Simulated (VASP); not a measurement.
The system is LiCl.

```xyz
2
Lattice="0.0000 2.5560 2.5560 2.5560 0.0000 2.5560 2.5560 2.5560 0.0000" Properties=species:S:1:pos:R:3 pbc="T T T"
Li    0.0000    0.0000    0.0000
Cl    2.5560    2.5560    2.5560
```

Base run:

- Program: VASP 6.6.1
- Functional: PBE
- Potentials or basis: VASP PAW PBE potentials, release 64 (Li_sv, Cl)
- Cutoff: 520 eV
- k mesh: 8 × 8 × 8
- Occupations: gaussian, width 0.01 eV
- Spin: no spin polarisation

Its results: band gap on the k mesh 6.40 eV, direct.

The run is repeated on the same cell with these changes: functional from PBE to r2SCAN; further incar settings from ALGO = Normal; EDIFF = 1e-07; NBANDS = 12 to ALGO = Normal; EDIFF = 1e-06; NBANDS = 12. What comes out?

Band gap on the k mesh 7.36 eV, direct.

A k mesh can miss the band edges.
